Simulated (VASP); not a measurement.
Wanted: the native input for a VASP 6.6.1 run.

| Item | Value |
| --- | --- |
| Task | single point |
| Functional | LDA |
| Potentials or basis | VASP PAW LDA potentials, release 64 (S, W_sv, Se) |
| Cutoff | 400 eV |
| k mesh | 12 × 12 × 1 |
| Occupations | gaussian, width 0.03 eV |
| Spin | no spin polarisation |
| Dipole correction | yes |
| Further INCAR settings | ALGO = Normal; EDIFF = 1e-06; NBANDS = 20; NELMDL = -8 |

The structure of WSeS (l.A) lies in POSCAR:

```
WSeS
1.0
    3.2400000000      0.0000000000      0.0000000000
   -1.6200000000      2.8059223083      0.0000000000
    0.0000000000      0.0000000000     17.2000000000
S W Se
1 1 1
Direct
    0.6666670000      0.3333330000      0.4069767442
    0.3333330000      0.6666670000      0.4959302326
    0.6666670000      0.3333330000      0.5930232558
```

These files were run (other wordings do the same):

INCAR

```
SYSTEM = WSeS
  PREC = Accurate
  ENCUT = 400
  EDIFF = 1E-6
  ISMEAR = 0
  SIGMA = 0.03
  LREAL = .FALSE.
  LASPH = .TRUE.
  NELM = 120
  ALGO = Normal
  ISIF = 2
  LWAVE = .FALSE.
  LCHARG = .FALSE.
  LDIPOL = .TRUE.
  IDIPOL = 3
  DIPOL = 0.5 0.5 0.499
  GGA = CA
  NBANDS = 20
  GGA_COMPAT = .FALSE.
  NELMDL = -8
```

KPOINTS

```
regular mesh
0
G
  12 12 1
  0 0 0
```

Potentials or basis: VASP PAW LDA potentials, release 64 (S, W_sv, Se).

Run with:

```sh
$ cat potpaw_LDA.64/S/POTCAR potpaw_LDA.64/W_sv/POTCAR potpaw_LDA.64/Se/POTCAR > POTCAR
$ mpirun -np 1 vasp_std > vasp.out
```

Results of the run:

```json
{"Largest force": "0.530 eV/Å", "Band gap on the k mesh": "1.67 eV, direct"}
```

Caveat: spin-orbit coupling is left out, which moves the levels of the heavy elements.

Run time: 38 s on 1 thread of Intel(R) Xeon(R) Platinum 8488C (Sapphire Rapids), on a shared host, peak memory 0.22 GiB.
